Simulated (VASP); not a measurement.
# TiCo (Pm-3m) in VASP: settings compared, part 2 of 2

VASP 6.6.1.

**3. Single point, PBE0, collinear spin, ferromagnetic start**

This run uses another cell than the first one, of 12.51 Å³/atom.

POSCAR reads:

```
TiCo
1.0
    2.9251528449      0.0000000000      0.0000000000
    0.0000000000      2.9251528449      0.0000000000
    0.0000000000      0.0000000000      2.9251528449
Co Ti
1 1
Direct
    0.5000000000      0.5000000000      0.5000000000
    0.0000000000      0.0000000000      0.0000000000
```

INCAR.step1 reads:

```
SYSTEM = TiCo
ALGO     = Normal         ! electronic algorithm
EDIFF    = 1E-5           ! SCF threshold, eV
ENCUT    = 520            ! plane-wave cutoff, eV
GGA      = PE             ! functional
ISIF     = 2              ! what is computed and relaxed
ISMEAR   = -1             ! smearing method
ISPIN    = 2              ! spin polarisation
LASPH    = .True.         ! aspherical terms in the spheres
LCHARG   = .False.        ! write CHGCAR
LMAXMIX  = 4              ! l up to which the mixer works
LORBIT   = 11             ! projections on sites
LREAL    = .False.        ! projectors in reciprocal space
LWAVE    = .True.         ! write WAVECAR
MAGMOM   = 2 1            ! initial moments
NBANDS   = 22             ! bands
NELM     = 150            ! most SCF steps
PREC     = Accurate       ! precision mode
SIGMA    = 0.05           ! smearing width, eV
```

INCAR.step2 reads:

```
SYSTEM = TiCo
AEXX     = 0.25           ! exact-exchange fraction
ALGO     = Normal         ! electronic algorithm
EDIFF    = 1E-7           ! SCF threshold, eV
ENCUT    = 520            ! plane-wave cutoff, eV
GGA      = PE             ! functional
ISIF     = 2              ! what is computed and relaxed
ISMEAR   = -1             ! smearing method
ISPIN    = 2              ! spin polarisation
ISTART   = 1            
LASPH    = .True.         ! aspherical terms in the spheres
LCHARG   = .False.        ! write CHGCAR
LHFCALC  = .True.         ! exact exchange
LMAXMIX  = 4              ! l up to which the mixer works
LORBIT   = 11             ! projections on sites
LREAL    = .False.        ! projectors in reciprocal space
LWAVE    = .False.        ! write WAVECAR
MAGMOM   = 2 1            ! initial moments
NBANDS   = 22             ! bands
NELM     = 150            ! most SCF steps
PREC     = Accurate       ! precision mode
PRECFOCK = Normal       
SIGMA    = 0.05           ! smearing width, eV
```

KPOINTS reads:

```
k-points
0
Gamma
  4 4 4
  0 0 0
```

Potentials or basis: VASP PAW PBE potentials, release 64 (Co, Ti_sv).

Command:

```console
$ cat potpaw_PBE.64/Co/POTCAR potpaw_PBE.64/Ti_sv/POTCAR > POTCAR
$ cp INCAR.step1 INCAR
$ mpirun -np 1 vasp_std > vasp.out
$ cp INCAR.step2 INCAR
$ mpirun -np 1 vasp_std > vasp.out
```

OUTCAR:

```text
SYSTEM = TiCo
   AEXX = 0.25
   EDIFF = 1E-7
   ENCUT = 520
   GGA = PE
   ISIF = 2
   ISMEAR = -1
   ISPIN = 2
   ISTART = 1
   LASPH = .True.
   LHFCALC = .True.
   LORBIT = 11
   LREAL = .False.
   NELM = 150
   PREC = Accurate
   PRECFOCK = Normal

 ion  position               nearest neighbor table
   1  0.500  0.500  0.500-   2 2.53   2 2.53   2 2.53   2 2.53   2 2.53   2 2.53   2 2.53   2 2.53

   2  0.000  0.000  0.000-   1 2.53   1 2.53   1 2.53   1 2.53   1 2.53   1 2.53   1 2.53   1 2.53

  LATTYP: Found a simple cubic cell.
 ALAT       =     2.9251528449

  Lattice vectors:

 A1 = (   2.9251528449,   0.0000000000,   0.0000000000)
 A2 = (   0.0000000000,   2.9251528449,   0.0000000000)
 A3 = (   0.0000000000,   0.0000000000,   2.9251528449)

Analysis of symmetry for initial positions (statically):
=====================================================================
 Subroutine PRICEL returns:
 Original cell was already a primitive cell.

 Routine SETGRP: Setting up the symmetry group for a
[... 443 lines left out ...]
      5       0.7565      1.00000
      6       6.2290      1.00000
[... 239 lines left out ...]
     21      22.5497      0.00000
     22      26.4103      0.00000

------------------------ aborting loop because EDIFF is reached ----------------------------------------

  FORCE on cell =-STRESS in cart. coord.  units (eV):
  Direction    XX          YY          ZZ          XY          YZ          ZX
  --------------------------------------------------------------------------------------
  -------------------------------------------------------------------------------------
  Total        2.0221508      2.0221508      2.0221508     -0.0000000      0.0000000     -0.0000000
  in kB      129.4429586    129.4429586    129.4429586     -0.0000000      0.0000000     -0.0000000
  external PRESSURE =     129.4429586 kB  Pullay stress =       0.0000000 kB

 VOLUME and BASIS-vectors are now :
 -----------------------------------------------------------------------------
  energy-cutoff  :      520.00
  volume of cell :       25.03
      direct lattice vectors                 reciprocal lattice vectors
     2.925152845  0.000000000  0.000000000     0.341862478  0.000000000  0.000000000
     0.000000000  2.925152845  0.000000000     0.000000000  0.341862478  0.000000000
     0.000000000  0.000000000  2.925152845     0.000000000  0.000000000  0.341862478

 POSITION                                       TOTAL-FORCE (eV/Angst)
 -----------------------------------------------------------------------------------
      1.46258      1.46258      1.46258         0.000000      0.000000      0.000000
      0.00000      0.00000      0.00000         0.000000      0.000000      0.000000
 -----------------------------------------------------------------------------------
    total drift:                               -0.000000     -0.000000      0.000000

  FREE ENERGIE OF THE ION-ELECTRON SYSTEM (eV)
  ---------------------------------------------------
  free  energy   TOTEN  =       -21.6299225695 eV

  energy  without entropy=      -21.6278078050  energy(sigma->0) =      -21.62886519

 total charge

# of ion       s       p       d       tot
------------------------------------------
    1        0.565   0.569   7.310   8.444
    2        2.264   6.231   1.804  10.299
--------------------------------------------------
tot          2.829   6.801   9.114  18.743

 magnetization (x)

# of ion       s       p       d       tot
------------------------------------------
    1        0.029  -0.083   1.547   1.493
    2       -0.011  -0.070  -0.267  -0.348
--------------------------------------------------
tot          0.018  -0.153   1.280   1.145
```

OSZICAR.step1:

```text
N       E                     dE             d eps       ncg     rms          rms(c)
DAV:   1     0.171270165568E+03    0.17127E+03   -0.99329E+03   896   0.124E+03
DAV:   2    -0.658979340115E+01   -0.17786E+03   -0.16957E+03   898   0.309E+02
DAV:   3    -0.170914315938E+02   -0.10502E+02   -0.10321E+02  1104   0.806E+01
DAV:   4    -0.173609276702E+02   -0.26950E+00   -0.26902E+00  1026   0.120E+01
DAV:   5    -0.173698360865E+02   -0.89084E-02   -0.89081E-02  1088   0.195E+00    0.165E+01
DAV:   6    -0.170504721445E+02    0.31936E+00   -0.10399E+01  1000   0.420E+01    0.112E+01
DAV:   7    -0.168574093544E+02    0.19306E+00   -0.13283E+01  1058   0.340E+01    0.145E+01
DAV:   8    -0.157066169941E+02    0.11508E+01   -0.55829E+00  1028   0.187E+01    0.233E+00
DAV:   9    -0.157062831925E+02    0.33380E-03   -0.23113E-01  1244   0.416E+00    0.222E+00
DAV:  10    -0.157115801672E+02   -0.52970E-02   -0.26819E-02  1010   0.154E+00    0.151E+00
DAV:  11    -0.156996556649E+02    0.11925E-01   -0.31147E-02  1108   0.169E+00    0.437E-01
DAV:  12    -0.156989533639E+02    0.70230E-03   -0.26621E-03  1190   0.370E-01    0.154E-01
DAV:  13    -0.156990469362E+02   -0.93572E-04   -0.26538E-04  1076   0.149E-01    0.691E-02
DAV:  14    -0.156990844025E+02   -0.37466E-04   -0.51648E-05  1048   0.680E-02    0.539E-02
DAV:  15    -0.156991184378E+02   -0.34035E-04   -0.47940E-05   800   0.747E-02    0.256E-02
DAV:  16    -0.156991357302E+02   -0.17292E-04   -0.27901E-05   742   0.531E-02    0.205E-02
DAV:  17    -0.156991381158E+02   -0.23856E-05   -0.11045E-05   532   0.310E-02
   1 F= -.15699138E+02 E0= -.15689280E+02  d E =-.197153E-01  mag=     0.5795
```

It took 37 min on 1 thread of AMD EPYC 7R13 (Zen 3), shared host; peak memory 0.14 GiB.

What came out:

| Item | Value |
| --- | --- |
| Free energy | -21.6299 eV |
| Pressure | 12.9 GPa |
| Net moment | 0.91 μB per cell |
| Site moments | Co +1.49; Ti -0.35 μB |
| Valence electrons inside the program's atomic spheres | Co 8.44; Ti 10.30 |

Levels at points of the mesh, in eV from the Fermi level:
Spin up:
```csv
k point,band 8,band 9,band 10,band 11,band 12,band 13,band 14,band 15
"(0.00, 0.00, 0.00)",-4.39,-4.39,-4.39,0.94,0.94,3.98,3.98,3.98
"(0.50, 0.00, 0.00)",-4.58,-4.58,-4.07,-2.37,-0.72,1.55,1.55,3.53
"(0.50, 0.50, 0.00)",-5.25,-4.49,-2.51,0.96,0.96,1.91,3.40,3.40
"(0.50, 0.50, 0.50)",-4.49,-4.49,-3.17,-3.17,-3.17,4.93,4.93,8.52
```
Spin down:
```tsv
k point	band 8	band 9	band 10	band 11	band 12	band 13
(0.00, 0.00, 0.00)	-2.96	-2.96	-2.96	3.04	3.04	3.83
(0.50, 0.00, 0.00)	-3.06	-2.41	-1.57	-1.36	1.12	1.12
(0.50, 0.50, 0.00)	-4.17	-0.53	-0.53	1.94	2.69	2.75
(0.50, 0.50, 0.50)	-3.62	-3.62	-3.62	2.84	2.84	4.35
```

Caveat: the k points lie up to 0.54 Å⁻¹ apart; the PAW data sets were made with another functional, which shifts forces and pressure a little.

**4. Single point, PBE0, collinear spin, ferromagnetic start**

This run uses another cell than the first one, of 12.78 Å³/atom.

POSCAR reads:

```
TiCo
1.0
    2.9457531915      0.0000000000      0.0000000000
    0.0000000000      2.9457531915      0.0000000000
    0.0000000000      0.0000000000      2.9457531915
Co Ti
1 1
Direct
    0.5000000000      0.5000000000      0.5000000000
    0.0000000000      0.0000000000      0.0000000000
```

INCAR.step1 reads:

```
SYSTEM = TiCo
PREC = Accurate ; ENCUT = 520
EDIFF = 1E-5 ; ISMEAR = -1
SIGMA = 0.05 ; LREAL = .False.
LASPH = .True. ; NELM = 150
ALGO = Normal ; ISIF = 2
LWAVE = .True. ; LCHARG = .False.
ISPIN = 2 ; MAGMOM = 2 1
LORBIT = 11 ; LMAXMIX = 4
NBANDS = 22 ; GGA = PE
```

INCAR.step2 reads:

```
SYSTEM = TiCo
PREC = Accurate ; ENCUT = 520
EDIFF = 1E-6 ; ISMEAR = -1
SIGMA = 0.05 ; LREAL = .False.
LASPH = .True. ; NELM = 150
ALGO = Normal ; ISIF = 2
LWAVE = .False. ; LCHARG = .False.
ISPIN = 2 ; MAGMOM = 2 1
LORBIT = 11 ; LMAXMIX = 4
GGA = PE ; LHFCALC = .True.
AEXX = 0.25 ; PRECFOCK = Normal
NBANDS = 22 ; ISTART = 1
```

KPOINTS reads:

```
regular mesh
0
Gamma
  4 4 4
  0 0 0
```

Command:

```console
$ cat potpaw_PBE.64/Co/POTCAR potpaw_PBE.64/Ti_sv/POTCAR > POTCAR
$ cp INCAR.step1 INCAR
$ mpirun -np 1 vasp_std > vasp.out
$ cp INCAR.step2 INCAR
$ mpirun -np 1 vasp_std > vasp.out
```

Run time: 38 min. Hardware: 1 thread of AMD EPYC 7R13 (Zen 3), shared host; peak memory 0.13 GiB.

The run converged. Its results:

```
Free energy                                           : -21.6655 eV
Pressure                                              : 8.7 GPa
Net moment                                            : 0.91 μB per cell
Site moments                                          : Co +1.52; Ti -0.36 μB
Valence electrons inside the program's atomic spheres : Co 8.40; Ti 10.27
```

Levels at points of the mesh, in eV from the Fermi level:
Spin up:
```tsv
k point	band 8	band 9	band 10	band 11	band 12	band 13	band 14	band 15
(0.00, 0.00, 0.00)	-4.40	-4.40	-4.40	0.91	0.91	3.88	3.88	3.88
(0.50, 0.00, 0.00)	-4.59	-4.59	-4.10	-2.46	-0.68	1.53	1.53	3.46
(0.50, 0.50, 0.00)	-5.22	-4.54	-2.54	0.89	0.89	1.85	3.31	3.31
(0.50, 0.50, 0.50)	-4.55	-4.55	-3.11	-3.11	-3.11	4.82	4.82	8.29
```
Spin down:
```tsv
k point	band 8	band 9	band 10	band 11	band 12	band 13
(0.00, 0.00, 0.00)	-2.94	-2.94	-2.94	3.02	3.02	3.71
(0.50, 0.00, 0.00)	-3.04	-2.40	-1.56	-1.24	1.07	1.07
(0.50, 0.50, 0.00)	-4.11	-0.61	-0.61	1.87	2.69	2.78
(0.50, 0.50, 0.50)	-3.59	-3.59	-3.59	2.87	2.87	4.22
```

Caveat: the k points lie up to 0.53 Å⁻¹ apart; the PAW data sets were made with another functional, which shifts forces and pressure a little.

**5. Single point, r2SCAN0, collinear spin, ferromagnetic start**

POSCAR reads:

```
TiCo
1.0
    2.9861109900      0.0000000000      0.0000000000
    0.0000000000      2.9861109900      0.0000000000
    0.0000000000      0.0000000000      2.9861109900
Co Ti
1 1
Direct
    0.5000000000      0.5000000000      0.5000000000
    0.0000000000      0.0000000000      0.0000000000
```

Changes to INCAR.step1 since step 4:

```diff
@@ -9,2 +9,2 @@
 LORBIT = 11 ; LMAXMIX = 4
-NBANDS = 22 ; GGA = PE
+GGA = PE ; NBANDS = 22
```

INCAR.step2 reads:

```
SYSTEM = TiCo
PREC = Accurate ; ENCUT = 520
EDIFF = 1E-7 ; ISMEAR = -1
SIGMA = 0.05 ; LREAL = .False.
LASPH = .True. ; NELM = 150
ALGO = Normal ; ISIF = 2
LWAVE = .False. ; LCHARG = .False.
ISPIN = 2 ; MAGMOM = 2 1
LORBIT = 11 ; LMAXMIX = 4
METAGGA = R2SCAN ; LHFCALC = .True.
AEXX = 0.25 ; LMIXTAU = .True.
PRECFOCK = Normal ; ISTART = 1
NBANDS = 22
```

KPOINTS reads:

```
regular mesh
0
Gamma
  5 5 5
  0 0 0
```

Command:

```console
$ cat potpaw_PBE.64/Co/POTCAR potpaw_PBE.64/Ti_sv/POTCAR > POTCAR
$ cp INCAR.step1 INCAR
$ mpirun -np 1 vasp_std > vasp.out
$ cp INCAR.step2 INCAR
$ mpirun -np 1 vasp_std > vasp.out
```

It took 70 min on 1 thread of Intel Xeon Platinum 8259CL at 2.50GHz (Skylake/Cascade Lake), shared host; peak memory 0.18 GiB.

Results (log left out):

| Item | Value |
| --- | --- |
| Free energy | -30.7531 eV |
| Pressure | 6.7 GPa |
| Band gap on the k mesh | zero (filled and empty bands overlap) |
| Net moment | 1.00 μB per cell |
| Site moments | Co +1.84; Ti -0.55 μB |
| Valence electrons inside the program's atomic spheres | Co 8.34; Ti 10.19 |

Levels at points of the mesh, in eV from the Fermi level:
Spin up:
```
           k point  band 8  band 9  band 10  band 11  band 12  band 13  band 14  band 15
(0.00, 0.00, 0.00)   -4.39   -4.39    -4.39     1.70     1.70     4.36     4.36     4.36
```
Spin down:
| k point | band 6 | band 7 | band 8 | band 9 | band 10 | band 11 | band 12 | band 13 | band 14 | band 15 |
| --- | --- | --- | --- | --- | --- | --- | --- | --- | --- | --- |
| (0.00, 0.00, 0.00) | -3.87 | -3.87 | -2.62 | -2.62 | -2.62 | 4.00 | 4.00 | 4.00 | 4.14 | 4.14 |

Caveat: the k points lie up to 0.42 Å⁻¹ apart, too coarse for converged energies and pressures of a metal; the PAW data sets were made with another functional, which shifts forces and pressure a little.

**6. Summary**

```tsv
level	potentials or basis	cell	k mesh	cutoff (eV)	grid for exact exchange (PRECFOCK)	share of exact exchange	gap on the mesh (eV)	pressure (GPa)	moment (μB)
r2SCAN	VASP PAW PBE potentials, release 64 (Co_sv, Ti_sv)	a = 2.986 Å, 2 atoms	9 × 9 × 9	760	-	-	none	0.8	0.87
PBE0	VASP PAW PBE potentials, release 64 (Co, Ti_sv)	a = 2.925 Å, 2 atoms	4 × 4 × 4	520	Normal	0.25	none	12.9	0.91
PBE0	VASP PAW PBE potentials, release 64 (Co, Ti_sv)	a = 2.946 Å, 2 atoms	4 × 4 × 4	520	Normal	0.25	none	8.7	0.91
r2SCAN0	VASP PAW PBE potentials, release 64 (Co, Ti_sv)	a = 2.986 Å, 2 atoms	5 × 5 × 5	520	Normal	0.25	none	6.7	1.00
```

Alike in all rows: task single point; spin collinear, ferromagnetic start; smearing fermi-dirac 0.05 eV.

Caveats: some runs use coarse meshes; the PAW data sets were made with another functional, which shifts forces and pressure a little.

Total energies depend on the potentials used, so only differences within one code and one set of settings carry meaning.
